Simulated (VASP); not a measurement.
A run of VASP 6.6.1:

File INCAR:

```
PREC     = Accurate       # precision mode
ENCUT    = 600            # plane-wave cutoff, eV
EDIFF    = 1E-6           # SCF threshold, eV
ISMEAR   = 0              # smearing method
SIGMA    = 0.1            # smearing width, eV
LREAL    = False          # projectors in reciprocal space
LASPH    = True           # aspherical terms in the spheres
NELM     = 80             # most SCF steps
ALGO     = Normal         # electronic algorithm
ISIF     = 3              # what is computed and relaxed
LWAVE    = False          # write WAVECAR
LCHARG   = False          # write CHGCAR
GGA      = PS             # functional
IBRION   = 2              # ionic algorithm
NSW      = 80             # ionic steps
EDIFFG   = -0.01          # ionic threshold
```

File KPOINTS:

```
Automatic mesh
0
Gamma
  16 16 16
```

Contents of POSCAR:

```
Mg
1.0
   -1.8028153796      1.8028153796      1.7157075649
    1.8028153796     -1.8028153796      1.7157075649
    1.8028153796      1.8028153796     -1.7157075649
Mg
1
Direct
    0.0000000000      0.0000000000      0.0000000000
```

Potentials or basis: VASP PAW PBE potentials, release 64 (Mg).

Command:

```sh
$ cat potpaw_PBE.64/Mg/POTCAR > POTCAR
$ mpirun -np 1 vasp_std > vasp.out
```

Hardware: 1 thread of Intel(R) Xeon(R) 6975P-C (Granite Rapids) (shared host).

**Question.** Estimate the wall time of this run.

**Answer.** Run time: 48 s on 1 thread of Intel(R) Xeon(R) 6975P-C (Granite Rapids), on a shared host, peak memory 0.21 GiB. Counts: scf iterations 23, k points 349, ion steps 6.
